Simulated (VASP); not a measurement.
SiO:

```xyz
2
Lattice="2.8070 0.0000 0.0000 0.0000 2.8070 0.0000 0.0000 0.0000 2.8070" Properties=species:S:1:pos:R:3 pbc="T T T"
Si    0.0000    0.0000    0.0000
O     1.4035    1.4035    1.4035
```

Program: VASP 6.6.1. Alike in all runs: task single point; potentials or basis VASP PAW PBE potentials, release 64 (Si, O); no spin polarisation; cell as given; k mesh 5 × 5 × 5; cutoff (eV) 520; smearing fermi-dirac 0.05 eV.

Task: Order these runs on this cell by their pressure, lowest first.
A. level r2SCAN50; share of exact exchange 0.5
B. level r2SCAN0; share of exact exchange 0.25
C. level r2SCANh; share of exact exchange 0.1
D. level HF; share of exact exchange 1

Result: A (-4.6 GPa), B (-1.5 GPa), C (0.6 GPa), D (8.2 GPa).

Caveats: all runs use coarse meshes; the PAW data sets were made with another functional, which shifts forces and pressure a little.
